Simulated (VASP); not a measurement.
# Tl3Cu in VASP: a series of runs, part 4 of 4

VASP 6.6.1.

## Step 6: Single point, PBE

This run uses another cell than the first one, of 24.18 Å³/atom.

The input, INCAR:

```
SYSTEM = Tl3Cu
ALGO = Normal
EDIFF = 1E-6
ENCUT = 520
GGA = PE
ISIF = 2
ISMEAR = -1
LASPH = .TRUE.
LCHARG = .TRUE.
LELF = .TRUE.
LREAL = .FALSE.
LVHAR = .TRUE.
LWAVE = .FALSE.
NBANDS = 33
NELM = 100
PREC = Accurate
SIGMA = 0.05
```

The input, KPOINTS:

```
k-points
0
G
  5 5 5
  0 0 0
```

The input, POSCAR:

```
Tl3Cu
1.0
    4.5283180800      0.0000000000      0.0000000000
    0.0000000000      4.5283180800      0.0000000000
    0.0000000000      0.0000000000      4.7169980000
Tl Cu
3 1
Direct
    0.5000000000      0.5000000000      0.0000000000
    0.5000000000      0.0000000000      0.5000000000
    0.0000000000      0.5000000000      0.5000000000
    0.0000000000      0.0000000000      0.0000000000
```

Potentials or basis: VASP PAW PBE potentials, release 64 (Tl_d, Cu).

Started as:

```
cat potpaw_PBE.64/Tl_d/POTCAR potpaw_PBE.64/Cu/POTCAR > POTCAR
mpirun -np 1 vasp_std > vasp.out
```

OUTCAR:

```text
SYSTEM = Tl3Cu
   EDIFF = 1E-6
   ENCUT = 520
   GGA = PE
   ISIF = 2
   ISMEAR = -1
   LASPH = .TRUE.
   LREAL = .FALSE.
   NELM = 100
   PREC = Accurate

 ion  position               nearest neighbor table
   1  0.500  0.500  0.000-   4 3.20   4 3.20   4 3.20   4 3.20   3 3.27   2 3.27   3 3.27   2 3.27
                             3 3.27   2 3.27   3 3.27   2 3.27
   2  0.500  0.000  0.500-   3 3.20   3 3.20   3 3.20   3 3.20   4 3.27   1 3.27   1 3.27   1 3.27
                             4 3.27   4 3.27   4 3.27   1 3.27
   3  0.000  0.500  0.500-   2 3.20   2 3.20   2 3.20   2 3.20   4 3.27   1 3.27   4 3.27   4 3.27
                             1 3.27   4 3.27   1 3.27   1 3.27
   4  0.000  0.000  0.000-   1 3.20   1 3.20   1 3.20   1 3.20   3 3.27   2 3.27   3 3.27   3 3.27
                             3 3.27   2 3.27   2 3.27   2 3.27

  LATTYP: Found a simple tetragonal cell.
 ALAT       =     4.5283180800
 C/A-ratio  =     1.0416666667

  Lattice vectors:

 A1 = (   4.5283180800,   0.0000000000,   0.0000000000)
 A2 = (   0.0000000000,   4.5283180800,   0.0000000000)
 A3 = (   0.0000000000,   0.0000000000,   4.7169980000)

Analysis of symmetry for initial positions (statically):
=====================================================================
 Subroutine PRICEL returns:
 Original cell was already a primitive cell.

 Routine SETGRP: Setting up the symmetry group for a
 simple tetragonal supercell.

 Subroutine GETGRP returns: Found 16 space group operations
 (whereof 16 operations were pure point group operations)
 out of a pool of 16 trial point group operations.

The static configuration has the point symmetry D_4h.

Analysis of symmetry for dynamics (positions and initial velocities):
=====================================================================
 Subroutine PRICEL returns:
 Original cell was already a primitive cell.

 Routine SETGRP: Setting up the symmetry group for a
 simple tetragonal supercell.

 Subroutine GETGRP returns: Found 16 space group operations
 (whereof 16 operations were pure point group operations)
 out of a pool of 16 trial point group operations.

The dynamic configuration has the point symmetry D_4h.

 Subroutine INISYM returns: Found 16 space group operations
 (whereof 16 operations are pure point group operations),
 and found     1 'primitive' translations

----------------------------------------------------------------------------------------

                                     Primitive cell

  volume of cell :      96.7252

  direct lattice vectors                    reciprocal lattice vectors
     4.528318080  0.000000000  0.000000000     0.220832544  0.000000000  0.000000000
     0.000000000  4.528318080  0.000000000     0.000000000  0.220832544  0.000000000
     0.000000000  0.000000000  4.716998000     0.000000000  0.000000000  0.211999242

  length of vectors
     4.528318080  4.528318080  4.716998000     0.220832544  0.220832544  0.211999242

  position of ions in fractional coordinates (direct lattice)
     0.500000000  0.500000000  0.000000000
     0.500000000  0.000000000  0.500000000
     0.000000000  0.500000000  0.500000000
     0.000000000  0.000000000  0.000000000

[... 26 lines left out ...]
     0.000000000  0.000000000  0.000000000

 Subroutine IBZKPT returns following result:
 ===========================================

 Found     18 irreducible k-points:

 Following reciprocal coordinates:
            Coordinates               Weight
  0.000000  0.000000  0.000000      1.000000
  0.200000  0.000000  0.000000      4.000000
  0.400000  0.000000  0.000000      4.000000
  0.200000  0.200000  0.000000      4.000000
  0.400000  0.200000  0.000000      8.000000
  0.400000  0.400000  0.000000      4.000000
[... 10 lines left out ...]
  0.400000  0.200000  0.400000     16.000000
  0.400000  0.400000  0.400000      8.000000
   k-points           NKPTS =     18   k-points in BZ     NKDIM =     18   number of bands    NBANDS=     33
   number of dos      NEDOS =    301   number of ions     NIONS =      4
   total plane-waves  NPLWV =  46656
   dimension x,y,z NGX =    36 NGY =   36 NGZ =   36
   dimension x,y,z NGXF=    72 NGYF=   72 NGZF=   72
   ions per type =               3   1
   NGX,Y,Z   is equivalent  to a cutoff of  13.22, 13.22, 12.69 a.u.
   NGXF,Y,Z  is equivalent  to a cutoff of  26.43, 26.43, 25.38 a.u.
 SYSTEM =  Tl3Cu
   PREC   = accura    normal or accurate (medium, high low for compatibility)
   ISTART =      0    job   : 0-new  1-cont  2-samecut
   ICHARG =      2    charge: 1-file 2-atom 10-const
   ISPIN  =      1    spin polarized calculation?
   LNONCOLLINEAR =      F non collinear calculations
   LSORBIT =      F    spin-orbit coupling
   LASPH  =      T    aspherical Exc in radial PAW
   ENCUT  =  520.0 eV  38.22 Ry    6.18 a.u.   8.42  8.42  8.77*2*pi/ulx,y,z
   NELM   =    100;   NELMIN=  2; NELMDL= -5     # of ELM steps
   EDIFF  = 0.1E-05   stopping-criterion for ELM
   LREAL  =      F    real-space projection
   EDIFFG = 0.1E-04   stopping-criterion for IOM
   NSW    =      0    number of steps for IOM
   IBRION =     -1    ionic relax: 0-MD 1-quasi-New 2-CG
   NFREE  =      0    steps in history (QN), initial steepest desc. (CG)
   ISIF   =      2    stress and relaxation
   ISYM   =      2    0-nonsym 1-usesym 2-fastsym
   POTIM  = 0.5000    time-step for ionic-motion
   TEBEG  =    0.0;   TEEND  =   0.0 temperature during run
   PSTRESS=    0.0 pullay stress
   NELECT =      50.0000    total number of electrons
   NUPDOWN=      -1.0000    fix difference up-down
   EMIN   =  10.00;   EMAX   =-10.00  energy-range for DOS
   EFERMI =   0.00;   METHOD = LEGACY
   ISMEAR =    -1;   SIGMA  =   0.05  broadening in eV -4-tet -1-fermi 0-gaus
   EFERMI_NEDOS =   21; number of points for ismear=-14 and -15
   IALGO  =     38    algorithm
   IMIX   =      4    mixing-type and parameters
     AMIX     =   0.40;   BMIX     =  1.00
     AMIX_MAG =   1.60;   BMIX_MAG =  1.00
  volume/ion in A,a.u.               =      24.18       163.18
  Fermi-wavevector in a.u.,A,eV,Ry     =   1.313868  2.482850 23.487036  1.726248
  Thomas-Fermi vector in A             =   2.444160
   LORBIT       =      0    0 simple, 1 ext, 2 COOP (PROOUT), +10 PAW based schemes
   GGA     = PE    functional components
   LHFCALC =     F    Hartree Fock is set to
   AEXX    =    0.0000 exact exchange contribution
   IVDW    =     0    specifies the selected vdW correction
   LEPSILON=     F    determine dielectric tensor
   LRPA    =     F    only Hartree local field effects (RPA)
 non-spin polarized calculation
  energy-cutoff  :      520.00
  volume of cell :       96.73
 maximum number of plane-waves:      2630
 NGX is ok and might be reduce to    36
   NGX = 17   NGY = 17   NGZ = 17

 number of electron      50.0000015 magnetization

 Free energy of the ion-electron system (eV)
  ---------------------------------------------------
  ext. energy  EPLUGINS =         0.00000000
  ---------------------------------------------------
  free energy    TOTEN  =        -9.19638347 eV

  energy without entropy =       -9.18765161  energy(sigma->0) =       -9.19201754

 E-fermi :   6.9000     XC(G=0): -10.5919

 val. band max:        6.8762629678   @ k =   0.4000   0.0000   0.0000
 cond. band min:       6.9392174478   @ k =   0.4000   0.4000   0.2000
 fundamental gap:      0.0629544799
 Fermi energy:         6.8999751525

 k-point     1 :       0.0000    0.0000    0.0000
  band No.  band energies     occupation
      1      -5.4319      2.00000
      2      -5.3664      2.00000
      3      -5.2932      2.00000
      4      -5.2932      2.00000
      5      -5.0308      2.00000
      6      -4.9673      2.00000
[... 637 lines left out ...]
     32      15.9242      0.00000
     33      16.2438      0.00000

------------------------ aborting loop because EDIFF is reached ----------------------------------------

  FORCE on cell =-STRESS in cart. coord.  units (eV):
  Direction    XX          YY          ZZ          XY          YZ          ZX
  --------------------------------------------------------------------------------------
  -------------------------------------------------------------------------------------
  Total        2.0590672      2.0590672      1.5452342      0.0000000      0.0000000      0.0000000
  in kB       34.1068455     34.1068455     25.5956025      0.0000000      0.0000000      0.0000000
  external PRESSURE =      31.2697645 kB  Pullay stress =       0.0000000 kB

 VOLUME and BASIS-vectors are now :
 -----------------------------------------------------------------------------
  energy-cutoff  :      520.00
  volume of cell :       96.73
      direct lattice vectors                 reciprocal lattice vectors
     4.528318080  0.000000000  0.000000000     0.220832544  0.000000000  0.000000000
     0.000000000  4.528318080  0.000000000     0.000000000  0.220832544  0.000000000
     0.000000000  0.000000000  4.716998000     0.000000000  0.000000000  0.211999242

 POSITION                                       TOTAL-FORCE (eV/Angst)
 -----------------------------------------------------------------------------------
      2.26416      2.26416      0.00000         0.000000      0.000000      0.000000
      2.26416      0.00000      2.35850         0.000000      0.000000      0.000000
      0.00000      2.26416      2.35850         0.000000      0.000000      0.000000
      0.00000      0.00000      0.00000         0.000000      0.000000      0.000000
 -----------------------------------------------------------------------------------
    total drift:                                0.000000      0.000000      0.000000

  FREE ENERGIE OF THE ION-ELECTRON SYSTEM (eV)
  ---------------------------------------------------
  free  energy   TOTEN  =        -9.1963834658 eV

  energy  without entropy=       -9.1876516101  energy(sigma->0) =       -9.19201754
```

It took 38 s on 1 thread of Intel Xeon Platinum 8488C (Sapphire Rapids), shared host; peak memory 0.22 GiB.

What came out:

```
Free energy            : -9.1964 eV
Pressure               : 3.1 GPa
Band gap on the k mesh : zero (bands 25 and 26 overlap by 2.84 eV)
```

Levels at points of the mesh, in eV from the Fermi level:
```csv
k point,band 23,band 24,band 25,band 26,band 27,band 28
"(0.00, 0.00, 0.00)",-1.80,-1.74,-1.46,-1.46,0.78,4.90
```

Caveat: the cell stands under pressure; spin-orbit coupling is left out, which moves the levels of the heavy elements.

## Step 7: Summary

```tsv
cell	k mesh	gap on the mesh (eV)	pressure (GPa)
a = 4.717 Å, 4 atoms	5 × 5 × 5	none	-0.2
a = 4.193 Å, 4 atoms	6 × 6 × 6	none	30.0
a = 4.289 Å, 4 atoms	6 × 6 × 6	none	20.0
a = 4.431 Å, 4 atoms	6 × 6 × 6	none	10.0
a = 4.528, b = 4.528, c = 4.717 Å, 4 atoms	5 × 5 × 5	none	3.1
```

Alike in all rows: task single point; level PBE; potentials or basis VASP PAW PBE potentials, release 64 (Tl_d, Cu); no spin polarisation; cutoff (eV) 520; smearing fermi-dirac 0.05 eV.

Caveats: spin-orbit coupling is left out, which moves the levels of the heavy elements; the cell stands under pressure (at least some runs).

Total energies depend on the potentials used, so only differences within one code and one set of settings carry meaning.

The gap in the log of VASP goes by the Fermi energy; the results here count the filled bands.